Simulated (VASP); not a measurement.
# Be3SeS2 (an interface model) in VASP: further runs

Be3SeS2 (an interface model) is run at these levels: r2SCAN, PBEsol; tasks: single point.

Program: VASP 6.6.1. These are calculated values, not measurements. Logs are shortened: lines on timing, memory, paths and dates and some standing lists are left out, and cuts for length are marked.

### Step 1. The cell of the first run

The cell holds layers of an interface, 30 atoms: a = 3.421 Å, b = 3.421 Å, c = 43.092 Å, α = 90.00°, β = 90.00°, γ = 120.00°.

### Step 2. Single point, r2SCAN

File POSCAR:

```
Be3SeS2
1.0
    2.4189980000     -2.4189980000      0.0000000000
    0.0000000000      2.4189980000     -2.4189980000
   24.8791450000     24.8791450000     24.8791450000
Be S Se
15 10 5
Direct
    0.0000000000      0.0000000000      0.9984900000
    0.0000000000      0.0000000000      0.1926060000
    0.0000000000      0.0000000000      0.3870480000
    0.0000000000      0.0000000000      0.5814870000
    0.0000000000      0.0000000000      0.7872300000
    0.3333330000      0.6666670000      0.0629730000
    0.3333330000      0.6666670000      0.2574210000
    0.3333330000      0.6666670000      0.4518610000
    0.3333330000      0.6666670000      0.6461320000
    0.3333330000      0.6666670000      0.8576080000
    0.6666670000      0.3333330000      0.1277910000
    0.6666670000      0.3333330000      0.3222350000
    0.6666670000      0.3333330000      0.5166720000
    0.6666670000      0.3333330000      0.7168480000
    0.6666670000      0.3333330000      0.9279810000
    0.0000000000      0.0000000000      0.0468290000
    0.0000000000      0.0000000000      0.2412510000
    0.0000000000      0.0000000000      0.4356930000
    0.0000000000      0.0000000000      0.6301570000
    0.3333330000      0.6666670000      0.1116220000
    0.3333330000      0.6666670000      0.3060650000
    0.3333330000      0.6666670000      0.5005060000
    0.6666670000      0.3333330000      0.1764360000
    0.6666670000      0.3333330000      0.3708790000
    0.6666670000      0.3333330000      0.5653190000
    0.0000000000      0.0000000000      0.8384260000
    0.3333330000      0.6666670000      0.6976560000
    0.3333330000      0.6666670000      0.9088020000
    0.6666670000      0.3333330000      0.7680500000
    0.6666670000      0.3333330000      0.9791420000
```

File INCAR.step1:

```
SYSTEM = Be3SeS2
PREC = Accurate ; ENCUT = 580
ISMEAR = -1 ; SIGMA = 0.05
LREAL = .FALSE. ; LASPH = .TRUE.
NELM = 120 ; NBANDS = 81
GGA = PE ; ALGO = Normal
EDIFF = 1E-5 ; LWAVE = .TRUE.
LCHARG = .FALSE. ; GGA_COMPAT = .FALSE.
```

File INCAR.step2:

```
SYSTEM = Be3SeS2
PREC = Accurate ; ENCUT = 580
EDIFF = 1E-6 ; ISMEAR = -1
SIGMA = 0.05 ; LREAL = .FALSE.
LASPH = .TRUE. ; NELM = 120
ALGO = Normal ; ISIF = 2
LWAVE = .FALSE. ; LCHARG = .FALSE.
METAGGA = R2SCAN ; LMIXTAU = .TRUE.
NBANDS = 81 ; ISTART = 1
GGA_COMPAT = .FALSE.
```

File KPOINTS:

```
Automatic mesh
0
G
  4 4 1
  0 0 0
```

Potentials or basis: VASP PAW PBE potentials, release 64 (Be, S, Se).

On the command line:

```bash
> cat potpaw_PBE.64/Be/POTCAR potpaw_PBE.64/S/POTCAR potpaw_PBE.64/Se/POTCAR > POTCAR
> cp INCAR.step1 INCAR
> mpirun -np 1 vasp_std > vasp.out
> cp INCAR.step2 INCAR
> mpirun -np 1 vasp_std > vasp.out
```

OUTCAR:

```text
SYSTEM = Be3SeS2
   PREC = Accurate
   ENCUT = 580
   EDIFF = 1E-6
   ISMEAR = -1
   LREAL = .FALSE.
   LASPH = .TRUE.
   NELM = 120
   ISIF = 2
   METAGGA = R2SCAN
   ISTART = 1

 ion  position               nearest neighbor table
   1  0.000  0.000  0.998-  16 2.08  30 2.14  30 2.14  30 2.14
   2  0.000  0.000  0.193-  23 2.09  23 2.09  23 2.09  17 2.10
   3  0.000  0.000  0.387-  24 2.09  24 2.09  24 2.09  18 2.10
   4  0.000  0.000  0.581-  25 2.09  25 2.09  25 2.09  19 2.10
   5  0.000  0.000  0.787-  29 2.14  29 2.14  29 2.14  26 2.21
   6  0.333  0.667  0.063-  16 2.09  16 2.09  16 2.09  20 2.10
[... 22 lines left out ...]
  29  0.667  0.333  0.768-   5 2.14   5 2.14   5 2.14  14 2.21
  30  0.667  0.333  0.979-   1 2.14   1 2.14   1 2.14  15 2.20

  LATTYP: Found a hexagonal cell.
 ALAT       =     3.4209797790
 C/A-ratio  =    12.5963747152

  Lattice vectors:

 A1 = (   2.4189980000,  -2.4189980000,   0.0000000000)
 A2 = (   0.0000000000,   2.4189980000,  -2.4189980000)
 A3 = (  24.8791450000,  24.8791450000,  24.8791450000)

Analysis of symmetry for initial positions (statically):
=====================================================================
 Subroutine PRICEL returns:
 Original cell was already a primitive cell.

 Routine SETGRP: Setting up the symmetry group for a
 hexagonal supercell.

 Subroutine GETGRP returns: Found  6 space group operations
 (whereof  6 operations were pure point group operations)
 out of a pool of 24 trial point group operations.

The static configuration has the point symmetry C_3v.

Analysis of symmetry for dynamics (positions and initial velocities):
=====================================================================
 Subroutine PRICEL returns:
 Original cell was already a primitive cell.

 Routine SETGRP: Setting up the symmetry group for a
 hexagonal supercell.

 Subroutine GETGRP returns: Found  6 space group operations
 (whereof  6 operations were pure point group operations)
 out of a pool of 24 trial point group operations.

The dynamic configuration has the point symmetry C_3v.

 Subroutine INISYM returns: Found  6 space group operations
 (whereof  6 operations are pure point group operations),
 and found     1 'primitive' translations

[... 132 lines left out ...]
   NSW    =      0    number of steps for IOM
   IBRION =     -1    ionic relax: 0-MD 1-quasi-New 2-CG
   NFREE  =      0    steps in history (QN), initial steepest desc. (CG)
   ISIF   =      2    stress and relaxation
   ISYM   =      2    0-nonsym 1-usesym 2-fastsym
   POTIM  = 0.5000    time-step for ionic-motion
   TEBEG  =    0.0;   TEEND  =   0.0 temperature during run
   PSTRESS=    0.0 pullay stress
   NELECT =     120.0000    total number of electrons
   NUPDOWN=      -1.0000    fix difference up-down
   EMIN   =  10.00;   EMAX   =-10.00  energy-range for DOS
   EFERMI =   0.00;   METHOD = LEGACY
   ISMEAR =    -1;   SIGMA  =   0.05  broadening in eV -4-tet -1-fermi 0-gaus
   EFERMI_NEDOS =   21; number of points for ismear=-14 and -15
   IALGO  =     38    algorithm
   IMIX   =      4    mixing-type and parameters
     AMIX     =   0.40;   BMIX     =  1.00
     AMIX_MAG =   1.60;   BMIX_MAG =  1.00
  volume/ion in A,a.u.               =      14.56        98.24
  Fermi-wavevector in a.u.,A,eV,Ry     =   1.064288  2.011213 15.411453  1.132710
  Thomas-Fermi vector in A             =   2.199802
   LORBIT       =      0    0 simple, 1 ext, 2 COOP (PROOUT), +10 PAW based schemes
   METAGGA = R2SCAN    functional components
   LHFCALC =     F    Hartree Fock is set to
   AEXX    =    0.0000 exact exchange contribution
   IVDW    =     0    specifies the selected vdW correction
   LEPSILON=     F    determine dielectric tensor
   LRPA    =     F    only Hartree local field effects (RPA)
 non-spin polarized calculation
  energy-cutoff  :      580.00
  volume of cell :      436.74
 maximum number of plane-waves:     13957
 NGX is ok and might be reduce to    28
   NGX = 13   NGY = 13   NGZ =169

 number of electron     119.9999998 magnetization

 Free energy of the ion-electron system (eV)
  ---------------------------------------------------
  ext. energy  EPLUGINS =         0.00000000
  ---------------------------------------------------
  free energy    TOTEN  =      -248.99305347 eV

  energy without entropy =     -248.99305347  energy(sigma->0) =     -248.99305347

 E-fermi :   6.1510     XC(G=0): -10.2382

 val. band max:        5.0132367471   @ k =   0.0000   0.0000   0.0000
 cond. band min:       7.3190947214   @ k =   0.5000   0.0000   0.0000
 fundamental gap:      2.3058579743
 Fermi energy:         6.1509629886

 k-point     1 :       0.0000    0.0000    0.0000
  band No.  band energies     occupation
      1     -10.6025      2.00000
      2     -10.5179      2.00000
      3     -10.4285      2.00000
      4     -10.3043      2.00000
      5     -10.2653      2.00000
      6     -10.0741      2.00000
[... 289 lines left out ...]
     71      10.1835      0.00000
     72      10.4586      0.00000
 [bands above 72 left out]

------------------------ aborting loop because EDIFF is reached ----------------------------------------

  FORCE on cell =-STRESS in cart. coord.  units (eV):
  Direction    XX          YY          ZZ          XY          YZ          ZX
  --------------------------------------------------------------------------------------
  -------------------------------------------------------------------------------------
  Total       16.0410453     16.0410453     16.0410453     -5.4493317     -5.4493317     -5.4493317
  in kB       58.8458071     58.8458071     58.8458071    -19.9906125    -19.9906125    -19.9906125
  external PRESSURE =      58.8458071 kB  Pullay stress =       0.0000000 kB

 VOLUME and BASIS-vectors are now :
 -----------------------------------------------------------------------------
  energy-cutoff  :      580.00
  volume of cell :      436.74
      direct lattice vectors                 reciprocal lattice vectors
     2.418998000 -2.418998000  0.000000000     0.275596204 -0.137798102 -0.137798102
     0.000000000  2.418998000 -2.418998000     0.137798102  0.137798102 -0.275596204
    24.879145000 24.879145000 24.879145000     0.013398102  0.013398102  0.013398102

 POSITION                                       TOTAL-FORCE (eV/Angst)
 -----------------------------------------------------------------------------------
     24.84158     24.84158     24.84158        -0.037130     -0.037130     -0.037130
      4.79187      4.79187      4.79187        -0.010064     -0.010064     -0.010064
      9.62942      9.62942      9.62942        -0.009903     -0.009903     -0.009903
     14.46690     14.46690     14.46690        -0.009028     -0.009028     -0.009028
     19.58561     19.58561     19.58561        -0.034615     -0.034615     -0.034615
      2.37305      2.37305     -0.04595        -0.008787     -0.008787     -0.008787
[... 22 lines left out ...]
     20.72109     18.30209     18.30210         0.033873      0.033873      0.033873
     25.97288     23.55388     23.55388         0.031469      0.031469      0.031469
 -----------------------------------------------------------------------------------
    total drift:                               -0.000146     -0.000126     -0.000145

  FREE ENERGIE OF THE ION-ELECTRON SYSTEM (eV)
  ---------------------------------------------------
  free  energy   TOTEN  =      -248.9930534721 eV

  energy  without entropy=     -248.9930534721  energy(sigma->0) =     -248.99305347
```

OSZICAR.step1:

```text
N       E                     dE             d eps       ncg     rms          rms(c)
DAV:   1     0.586703705915E+03    0.58670E+03   -0.54328E+04   648   0.141E+03
DAV:   2    -0.819348085535E+02   -0.66864E+03   -0.63548E+03   822   0.236E+02
DAV:   3    -0.143841756842E+03   -0.61907E+02   -0.61412E+02   791   0.808E+01
DAV:   4    -0.145599091485E+03   -0.17573E+01   -0.17498E+01   856   0.156E+01
DAV:   5    -0.145647122808E+03   -0.48031E-01   -0.47969E-01   832   0.242E+00    0.201E+01
DAV:   6    -0.143499127400E+03    0.21480E+01   -0.16594E+00   776   0.372E+00    0.133E+01
DAV:   7    -0.142883422716E+03    0.61570E+00   -0.31407E+00   752   0.488E+00    0.237E+00
DAV:   8    -0.142847550585E+03    0.35872E-01   -0.13108E-01   816   0.146E+00    0.159E+00
DAV:   9    -0.142832106101E+03    0.15444E-01   -0.13118E-01   744   0.959E-01    0.410E-01
DAV:  10    -0.142831807669E+03    0.29843E-03   -0.78069E-03   816   0.310E-01    0.450E-01
DAV:  11    -0.142831621335E+03    0.18633E-03   -0.20329E-03   752   0.117E-01    0.219E-01
DAV:  12    -0.142831799637E+03   -0.17830E-03   -0.34256E-04   824   0.876E-02    0.772E-02
DAV:  13    -0.142832022925E+03   -0.22329E-03   -0.85526E-04   728   0.801E-02    0.144E-01
DAV:  14    -0.142832010833E+03    0.12091E-04   -0.16289E-05   624   0.158E-02    0.122E-01
DAV:  15    -0.142832013577E+03   -0.27435E-05   -0.21413E-06   448   0.613E-03
   1 F= -.14283201E+03 E0= -.14283201E+03  d E =-.407840E-08
```

Run time: 46 min. Hardware: 1 thread of Oxide Virtual Turin-like, shared host; peak memory 0.71 GiB.

Results:

```yaml
Free_energy: -248.9931 eV
Pressure: 5.9 GPa
Largest_force: 0.064 eV/Å
Band_gap_on_the_k_mesh: 2.31 eV (least direct gap 3.85 eV)
```

Forces in eV/Å, atoms in the order of the input:
```
Be  -0.037 -0.037 -0.037
Be  -0.010 -0.010 -0.010
Be  -0.010 -0.010 -0.010
Be  -0.009 -0.009 -0.009
Be  -0.035 -0.035 -0.035
Be  -0.009 -0.009 -0.009
Be  -0.010 -0.010 -0.010
Be  -0.010 -0.010 -0.010
Be  -0.006 -0.006 -0.006
Be  -0.035 -0.035 -0.035
Be  -0.010 -0.010 -0.010
Be  -0.010 -0.010 -0.010
Be  -0.009 -0.009 -0.009
Be  -0.034 -0.034 -0.034
Be  -0.035 -0.035 -0.035
S    0.009  0.009  0.009
S    0.010  0.010  0.010
S    0.010  0.010  0.010
S    0.012  0.012  0.012
S    0.010  0.010  0.010
S    0.010  0.010  0.010
S    0.010  0.010  0.010
S    0.010  0.010  0.010
S    0.010  0.010  0.010
S    0.010  0.010  0.010
Se   0.035  0.035  0.035
Se   0.033  0.033  0.033
Se   0.034  0.034  0.034
Se   0.034  0.034  0.034
Se   0.031  0.031  0.031
```

Levels at points of the mesh, in eV from the valence-band top:
| k point | band 57 | band 58 | band 59 | band 60 | band 61 | band 62 | band 63 | band 64 |
| --- | --- | --- | --- | --- | --- | --- | --- | --- |
| (0.00, 0.00, 0.00) | -0.21 | -0.21 | 0.00 | 0.00 | 4.43 | 4.82 | 4.86 | 4.89 |
| (0.50, 0.00, 0.00) | -2.17 | -2.07 | -1.82 | -1.54 | 2.31 | 2.53 | 2.62 | 3.08 |

Caveat: the k points lie up to 0.53 Å⁻¹ apart; the PAW data sets were made with another functional, which shifts forces and pressure a little.

### Step 3. Single point, PBEsol

File INCAR:

```
SYSTEM = Be3SeS2
ALGO = Normal
EDIFF = 1E-6
ENCUT = 520
GGA = PS
GGA_COMPAT = .FALSE.
ISIF = 2
ISMEAR = -1
LASPH = .TRUE.
LCHARG = .FALSE.
LREAL = .FALSE.
LWAVE = .FALSE.
NBANDS = 81
NELM = 120
PREC = Accurate
SIGMA = 0.05
```

File KPOINTS:

```
k-points
0
G
  6 6 1
  0 0 0
```

Edit POSCAR of step 2 so:

```diff
@@ -4,3 +4,3 @@
     0.0000000000      2.4189980000     -2.4189980000
-   24.8791450000     24.8791450000     24.8791450000
+   24.8791446325     24.8791446325     24.8791446325
 Be S Se
```

Potentials or basis: VASP PAW PBE potentials, release 64 (Be, S, Se).

On the command line:

```bash
> cat potpaw_PBE.64/Be/POTCAR potpaw_PBE.64/S/POTCAR potpaw_PBE.64/Se/POTCAR > POTCAR
> mpirun -np 1 vasp_std > vasp.out
```

It took 13 min on 1 thread of Oxide Virtual Turin-like, shared host; peak memory 0.58 GiB.

Results (log left out):

```yaml
Free_energy: -152.0919 eV
Pressure: 3.4 GPa
Largest_force: 0.017 eV/Å
Band_gap_on_the_k_mesh: 1.74 eV (least direct gap 3.25 eV)
```

Forces in eV/Å, atoms in the order of the input:
```
Be   0.010  0.010  0.010
Be   0.000  0.000  0.000
Be   0.000  0.000  0.000
Be   0.000  0.000  0.000
Be   0.005  0.005  0.005
Be   0.001  0.001  0.001
Be   0.000  0.000  0.000
Be   0.001  0.001  0.001
Be  -0.003 -0.003 -0.003
Be   0.005  0.005  0.005
Be   0.001  0.001  0.001
Be   0.000  0.000  0.000
Be   0.001  0.001  0.001
Be   0.006  0.006  0.006
Be   0.006  0.006  0.006
S    0.000  0.000  0.000
S    0.000  0.000  0.000
S   -0.001 -0.001 -0.001
S   -0.001 -0.001 -0.001
S   -0.001 -0.001 -0.001
S    0.000  0.000  0.000
S   -0.001 -0.001 -0.001
S    0.000  0.000  0.000
S    0.000  0.000  0.000
S   -0.001 -0.001 -0.001
Se  -0.005 -0.005 -0.005
Se  -0.007 -0.007 -0.007
Se  -0.006 -0.006 -0.006
Se  -0.006 -0.006 -0.006
Se  -0.005 -0.005 -0.005
```

Stress tensor (GPa, compression positive):
```
 3.44 -1.60 -1.60
-1.60  3.44 -1.60
-1.60 -1.60  3.44
```

Levels at points of the mesh, in eV from the valence-band top:
| k point | band 58 | band 59 | band 60 | band 61 | band 62 | band 63 |
| --- | --- | --- | --- | --- | --- | --- |
| (0.00, 0.00, 0.00) | -0.21 | 0.00 | 0.00 | 3.81 | 4.17 | 4.21 |
| (0.50, 0.00, 0.00) | -2.01 | -1.78 | -1.51 | 1.74 | 1.96 | 2.04 |

Caveat: the PAW data sets were made with another functional, which shifts forces and pressure a little.

(Part 1 of 2 ends here.)
